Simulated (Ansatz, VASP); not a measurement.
# One calculation of SnO, two programs

```xyz
4
Lattice="3.8053 0.0000 0.0000 0.0000 3.8053 0.0000 0.0000 0.0000 4.7534" Properties=species:S:1:pos:R:3 pbc="T T T"
Sn    0.0000    1.9026    1.1522
Sn    1.9026    0.0000    3.6012
O     1.9026    1.9026    0.0000
O     0.0000    0.0000    0.0000
```

Alike in both runs: task single point; functional PBEsol; k mesh 14 × 14 × 12; occupations gaussian, width 0.1 eV; no spin polarisation.

|  | VASP | Ansatz |
| --- | --- | --- |
| version | VASP 6.6.1 | Ansatz 0.2.0 |
| potentials or method | VASP PAW PBE potentials, release 64 (Sn_d, O), cutoff 520 eV | scalar-relativistic, plane waves, PAW |
| valence electrons in the cell | 40 | 40 |

```tsv
	VASP	Ansatz	Ansatz less VASP
gap on the k mesh at the Fermi level (eV)	none	none	-
pressure (GPa)	0.2	0.0	-0.24
rms of the force components (eV/Å)	0.035	0.000	-0.0346
```

VASP's potentials were made for PBE, not for PBEsol. Atom by atom the forces differ by 0.035 eV/Å (rms over components). A gap of «none» marks a metal or a gap that the smearing closes.
